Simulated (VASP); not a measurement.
GaN, 2 atoms in the cell. Symmetry: F-43m, No. 216, cubic system. The conventional cell has a = 4.498 Å, b = 4.498 Å, c = 4.498 Å, α = 90.00°, β = 90.00°, γ = 90.00°. Within 2.6 Å of Ga (site symmetry -43m) lie 4 N at 1.95 Å. Within 2.6 Å of N (site symmetry -43m) lie 4 Ga at 1.95 Å. 

* Program: VASP 6.6.1
* Task: single point
* Functional: PBE-based screened hybrid
* Potentials or basis: VASP PAW PBE potentials, release 64 (Ga_d, N)
* Cutoff: 520 eV
* k mesh: 4 × 4 × 4
* Occupations: gaussian, width 0.01 eV
* Spin: no spin polarisation
* Dipole correction: no
* Grid for exact exchange (PRECFOCK): Normal
* Share of exact exchange: 0.15
* Further INCAR settings: ALGO = Normal; EDIFF = 1e-06; NBANDS = 16
* Screening parameter: 0.3 1/Å

Potentials or basis: VASP PAW PBE potentials, release 64 (Ga_d, N).

Run with:

```bash
$ cat potpaw_PBE.64/Ga_d/POTCAR potpaw_PBE.64/N/POTCAR > POTCAR
$ cp INCAR.step1 INCAR
$ mpirun -np 1 vasp_std > vasp.out
$ cp INCAR.step2 INCAR
$ mpirun -np 1 vasp_std > vasp.out
```

Hardware: 1 thread of Intel(R) Xeon(R) Platinum 8559C (Emerald Rapids), with other jobs on the host.

Task: Estimate the wall time of this run.

Result: Wall time 2.7 min on 1 thread of Intel(R) Xeon(R) Platinum 8559C (Emerald Rapids) (shared host), peak memory 0.24 GiB. Counts: k points 8.
